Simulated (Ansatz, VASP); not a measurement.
## Si2Ge: VASP beside Ansatz

```
Si Ge
1.0
     3.93002    0.00000    0.00000
    -1.96501    3.40349    0.00000
     0.00000    0.00000    9.61845
Si Ge
4 2
Direct
  0.33333 0.66667 0.53985
  0.66667 0.33333 0.21420
  0.33333 0.66667 0.78580
  0.66667 0.33333 0.46015
  0.00000 0.00000 0.87071
  0.00000 0.00000 0.12929
```

Alike in both runs: functional PBE; k mesh 12 × 12 × 4; occupations gaussian, width 0.02 eV; no spin polarisation.

Ansatz relaxed the structure, and its values are those at the end. VASP's run is a single point on that final structure, the one shown.

```csv
,VASP,Ansatz
version,VASP 6.6.1,Ansatz 0.2.0
potentials or method,"VASP PAW PBE potentials, release 64 (Si, Ge_d), cutoff 520 eV","scalar-relativistic, plane waves, PAW"
valence electrons in the cell,44,44
```

Ansatz gave:

| Property | Result |
| --- | --- |
| gap on the k mesh at the Fermi level (eV) | 0.60 |
| least direct gap on the mesh (eV) | 1.14 |
| pressure (GPa) | 0.0 |

Problem. Estimate VASP's values.

Solution. gap on the k mesh at the Fermi level (eV): 0.61; least direct gap on the mesh (eV): 1.15; pressure (GPa): -0.1.
